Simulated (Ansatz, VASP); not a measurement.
**Two plane-wave programs on ZnCu**

```
Zn Cu
1.0
     2.95973    0.00000    0.00000
     0.00000    2.93027    0.00000
     0.00000    0.00000    2.94500
Zn Cu
1 1
Direct
  0.50000 0.50000 0.50000
  0.00000 0.00000 0.00000
```

Change from the starting cell: strain +0.0050 x Voigt [1, -1, 0, 0, 0, 0], atoms carried along.

Alike in both runs: task single point; functional PBE; k mesh 16 × 16 × 16; occupations gaussian, width 0.15 eV; no spin polarisation.

|  | VASP | Ansatz |
| --- | --- | --- |
| version | VASP 6.6.1 | Ansatz 0.2.0 |
| potentials or method | VASP PAW PBE potentials, release 64 (Zn, Cu), cutoff 520 eV | scalar-relativistic, plane waves, PAW |
| valence electrons in the cell | 23 | 31 |

VASP gave:

- gap on the k mesh at the Fermi level (eV): none
- pressure (GPa): 3.2

Q: What did Ansatz give for the same quantities?

A: gap on the k mesh at the Fermi level (eV): none; pressure (GPa): 2.3.

A gap of «none» marks a metal or a gap that the smearing closes. VASP's potentials hold 23 valence electrons a cell and Ansatz's 31, so a difference there can come from the potentials and not from the codes.
